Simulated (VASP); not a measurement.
Set up this calculation in VASP 6.6.1, as the native input.

| Quantity | Value |
| --- | --- |
| Task | single point |
| Functional | PBEsol |
| Potentials or basis | VASP PAW PBE potentials, release 64 (Se) |
| Cutoff | 520 eV |
| k mesh | 8 × 8 × 6 |
| Occupations | fermi-dirac, width 0.02 eV |
| Spin | no spin polarisation |
| Dipole correction | no |
| Further INCAR settings | ALGO = Normal; EDIFF = 1e-06; NBANDS = 16 |

The structure of Se lies in POSCAR:

```
Se
1.0
    4.3551696776      0.0000000000      0.0000000000
   -2.1775848388      3.7716875786      0.0000000000
    0.0000000000      0.0000000000      4.8999555000
Se
3
Direct
    0.2170000000      0.0000000000      0.1666666667
    0.0000000000      0.2170000000      0.8333333333
    0.7830000000      0.7830000000      0.5000000000
```

This cell differs from its parent crystal: zz strain of -1 %.

These files were run (other wordings do the same):

INCAR

```
SYSTEM = Se
ALGO     = Normal         ! electronic algorithm
EDIFF    = 1E-6           ! SCF threshold, eV
ENCUT    = 520            ! plane-wave cutoff, eV
GGA      = PS             ! functional
ISIF     = 2              ! what is computed and relaxed
ISMEAR   = -1             ! smearing method
LASPH    = .True.         ! aspherical terms in the spheres
LCHARG   = .False.        ! write CHGCAR
LREAL    = .False.        ! projectors in reciprocal space
LWAVE    = .False.        ! write WAVECAR
NBANDS   = 16             ! bands
NELM     = 60             ! most SCF steps
PREC     = Accurate       ! precision mode
SIGMA    = 0.02           ! smearing width, eV
```

KPOINTS

```
k-points
0
Gamma
  8 8 6
  0 0 0
```

Potentials or basis: VASP PAW PBE potentials, release 64 (Se).

Launch:

```bash
$ cat potpaw_PBE.64/Se/POTCAR > POTCAR
$ mpirun -np 1 vasp_std > vasp.out
```

It gave:

```json
{"Pressure": "4.1 GPa", "Largest force": "1.228 eV/Å", "Band gap on the k mesh": "1.13 eV, indirect (least direct gap 1.22 eV)"}
```

Caveat: the cell differs from its parent crystal (zz strain of -1 %); the PAW data sets were made with another functional, which shifts forces and pressure a little.

It took 24 s on 1 thread of Intel(R) Xeon(R) Platinum 8488C (Sapphire Rapids), on a shared host, peak memory 0.2 GiB.
